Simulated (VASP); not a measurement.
# Y (P6/mmm) in VASP: notebook, part 2 of 2

VASP 6.6.1. Earlier steps stand in the parts before.

**5. Single point, PBE (volume scaled by 0.85)**

File INCAR:

```
SYSTEM = Y
PREC = Accurate
ENCUT = 520
EDIFF = 1E-6
ISMEAR = -1
SIGMA = 0.05
LREAL = .FALSE.
LASPH = .TRUE.
NELM = 100
ALGO = Normal
ISIF = 2
LWAVE = .FALSE.
LCHARG = .TRUE.
GGA = PE
LELF = .TRUE.
LVHAR = .TRUE.
NBANDS = 12
```

File KPOINTS:

```
regular mesh
0
G
  14 14 13
  0 0 0
```

File POSCAR:

```
Y
1.0
    3.2598161648      0.0000000000      0.0000000000
   -1.6299080824      2.8230836104      0.0000000000
    0.0000000000      0.0000000000      3.1104314376
Y
1
Direct
    0.0000000000      0.0000000000      0.0000000000
```

Potentials or basis: VASP PAW PBE potentials, release 64 (Y_sv).

Command:

```sh
$ cat potpaw_PBE.64/Y_sv/POTCAR > POTCAR
$ mpirun -np 1 vasp_std > vasp.out
```

OUTCAR:

```text
SYSTEM = Y
   PREC = Accurate
   ENCUT = 520
   EDIFF = 1E-6
   ISMEAR = -1
   LREAL = .FALSE.
   LASPH = .TRUE.
   NELM = 100
   ISIF = 2
   GGA = PE

 ion  position               nearest neighbor table
   1  0.000  0.000  0.000-

  LATTYP: Found a hexagonal cell.
 ALAT       =     3.2598161648
 C/A-ratio  =     0.9541738799

  Lattice vectors:

 A1 = (   3.2598161648,   0.0000000000,   0.0000000000)
 A2 = (  -1.6299080824,   2.8230836104,   0.0000000000)
 A3 = (   0.0000000000,   0.0000000000,   3.1104314376)

Analysis of symmetry for initial positions (statically):
=====================================================================
 Subroutine PRICEL returns:
 Original cell was already a primitive cell.

 Routine SETGRP: Setting up the symmetry group for a
 hexagonal supercell.

 Subroutine GETGRP returns: Found 24 space group operations
 (whereof 24 operations were pure point group operations)
 out of a pool of 24 trial point group operations.

The static configuration has the point symmetry D_6h.

Analysis of symmetry for dynamics (positions and initial velocities):
=====================================================================
 Subroutine PRICEL returns:
 Original cell was already a primitive cell.

 Routine SETGRP: Setting up the symmetry group for a
 hexagonal supercell.

 Subroutine GETGRP returns: Found 24 space group operations
 (whereof 24 operations were pure point group operations)
 out of a pool of 24 trial point group operations.

The dynamic configuration has the point symmetry D_6h.

 Subroutine INISYM returns: Found 24 space group operations
 (whereof 24 operations are pure point group operations),
 and found     1 'primitive' translations

----------------------------------------------------------------------------------------
[... 103 lines left out ...]
   NUPDOWN=      -1.0000    fix difference up-down
   EMIN   =  10.00;   EMAX   =-10.00  energy-range for DOS
   EFERMI =   0.00;   METHOD = LEGACY
   ISMEAR =    -1;   SIGMA  =   0.05  broadening in eV -4-tet -1-fermi 0-gaus
   EFERMI_NEDOS =   21; number of points for ismear=-14 and -15
   IALGO  =     38    algorithm
   IMIX   =      4    mixing-type and parameters
     AMIX     =   0.40;   BMIX     =  1.00
     AMIX_MAG =   1.60;   BMIX_MAG =  1.00
  volume/ion in A,a.u.               =      28.62       193.17
  Fermi-wavevector in a.u.,A,eV,Ry     =   1.190218  2.249186 19.274275  1.416619
  Thomas-Fermi vector in A             =   2.326308
   LORBIT       =      0    0 simple, 1 ext, 2 COOP (PROOUT), +10 PAW based schemes
   GGA     = PE    functional components
[... 5 lines left out ...]
 non-spin polarized calculation
  energy-cutoff  :      520.00
  volume of cell :       28.62
 maximum number of plane-waves:       794
   NGX = 13   NGY = 13   NGZ = 11

 number of electron      10.9999999 magnetization

 Free energy of the ion-electron system (eV)
  ---------------------------------------------------
  ext. energy  EPLUGINS =         0.00000000
  ---------------------------------------------------
  free energy    TOTEN  =        -5.89878154 eV

  energy without entropy =       -5.87692539  energy(sigma->0) =       -5.88785346

 E-fermi :   3.6162     XC(G=0):  -9.9451

 val. band max:        3.6136540606   @ k =   0.2857   0.2143   0.2308
 cond. band min:       3.6243724944   @ k =   0.2857   0.1429   0.3077
 fundamental gap:      0.0107184338
 Fermi energy:         3.6161631493

 k-point     1 :       0.0000    0.0000    0.0000
  band No.  band energies     occupation
      1     -38.8817      2.00000
      2     -18.4300      2.00000
      3     -18.3377      2.00000
      4     -18.3377      2.00000
      5      -1.0707      2.00000
      6       2.9594      2.00000
      7       5.6604      0.00000
      8       5.6604      0.00000
      9      10.0218      0.00000
     10      10.0218      0.00000
     11      13.4279      0.00000
     12      14.7764      0.00000
[... 331 lines left out ...]
 k-point    24 :       0.3571    0.2857    0.0000
  band No.  band energies     occupation
      1     -38.7266      2.00000
      2     -19.1430      2.00000
      3     -18.9848      2.00000
      4     -18.2947      2.00000
      5       3.3318      1.99325
      6       3.7838      0.06764
      7       3.8982      0.00707
      8       7.5367      0.00000
      9       7.9874      0.00000
     10      10.7111      0.00000
     11      11.1614      0.00000
     12      11.8797      0.00000

 [... further k-points ...]
[... 5 lines left out ...]
  --------------------------------------------------------------------------------------
  -------------------------------------------------------------------------------------
  Total        1.1533321      1.1533321      1.1788488      0.0000000     -0.0000000     -0.0000000
  in kB       64.5546418     64.5546418     65.9828712      0.0000000     -0.0000000     -0.0000000
  external PRESSURE =      65.0307183 kB  Pullay stress =       0.0000000 kB

 VOLUME and BASIS-vectors are now :
 -----------------------------------------------------------------------------
  energy-cutoff  :      520.00
  volume of cell :       28.62
      direct lattice vectors                 reciprocal lattice vectors
     3.259816165  0.000000000  0.000000000     0.306765765  0.177111297  0.000000000
    -1.629908082  2.823083610  0.000000000     0.000000000  0.354222594  0.000000000
     0.000000000  0.000000000  3.110431438     0.000000000  0.000000000  0.321498808

 POSITION                                       TOTAL-FORCE (eV/Angst)
 -----------------------------------------------------------------------------------
      0.00000      0.00000      0.00000         0.000000      0.000000      0.000000
 -----------------------------------------------------------------------------------
    total drift:                                0.000000      0.000000     -0.000000

  FREE ENERGIE OF THE ION-ELECTRON SYSTEM (eV)
  ---------------------------------------------------
  free  energy   TOTEN  =        -5.8987815375 eV

  energy  without entropy=       -5.8769253855  energy(sigma->0) =       -5.88785346
```

stdout:

```text
POSCAR found type information on POSCAR Y
 POSCAR found :  1 types and       1 ions
 scaLAPACK will be used
 LDA part: xc-table for (Slater+PW92), standard interpolation
 POSCAR, INCAR and KPOINTS ok, starting setup
 FFT: planning ... GRIDC
 FFT: planning ... GRID_SOFT
 FFT: planning ... GRID
 WAVECAR not read
 entering main loop
```

Wall time 24 s (1 thread of AMD EPYC 9R45 (Zen 5), shared host); peak memory 0.16 GiB.

Results:

```yaml
Free_energy: -5.8988 eV
Pressure: 6.5 GPa
```

Levels at points of the mesh, in eV from the Fermi level:
```
           k point  band 2  band 3  band 4  band 5  band 6  band 7  band 8  band 9  band 10  band 11
(0.00, 0.00, 0.00)  -22.05  -21.95  -21.95   -4.69   -0.66    2.04    2.04    6.41     6.41     9.81
(0.50, 0.00, 0.00)  -22.99  -22.19  -21.93   -2.01    0.07    1.17    3.29    5.74     6.78     9.39
```
